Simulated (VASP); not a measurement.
HfO2: single point with PBE

The system is HfO2.

```xyz
3
Lattice="0.0000 2.4656 2.4656 2.4656 0.0000 2.4656 2.4656 2.4656 0.0000" Properties=species:S:1:pos:R:3 pbc="T T T"
Hf    0.0000    0.0000    0.0000
O     1.2328    1.2328    1.2328
O     3.6984    3.6984    3.6984
```

```json
{"Program": "VASP 6.6.1", "Task": "single point", "Functional": "PBE", "Potentials or basis": "VASP PAW PBE potentials, release 64 (Hf_pv, O)", "Cutoff": "600 eV", "k mesh": "4 × 4 × 4", "Occupations": "gaussian, width 0.01 eV", "Spin": "no spin polarisation"}
```

| Property | Result |
| --- | --- |
| Pressure | 25.3 GPa |
| Band gap on the k mesh | 4.03 eV, direct |

Levels at points of the mesh, in eV from the valence-band top:
| k point | band 9 | band 10 | band 11 | band 12 | band 13 | band 14 |
| --- | --- | --- | --- | --- | --- | --- |
| (0.00, 0.00, 0.00) | -0.65 | -0.65 | -0.65 | 4.07 | 4.07 | 6.51 |
| (0.50, 0.00, 0.00) | -2.91 | -1.92 | -1.92 | 4.92 | 4.92 | 7.81 |
| (0.50, 0.50, 0.00) | -1.67 | -1.67 | 0.00 | 4.03 | 5.96 | 7.43 |

It took 8.5 s on 1 thread of AMD EPYC 7R43 64-Core Processor (Zen 3), on a shared host, peak memory 0.12 GiB.

Caveat: the k points lie up to 0.55 Å⁻¹ apart; spin-orbit coupling is left out, which moves the levels of the heavy elements. A hybrid or GW would open this gap; PBE tends to underestimate it.
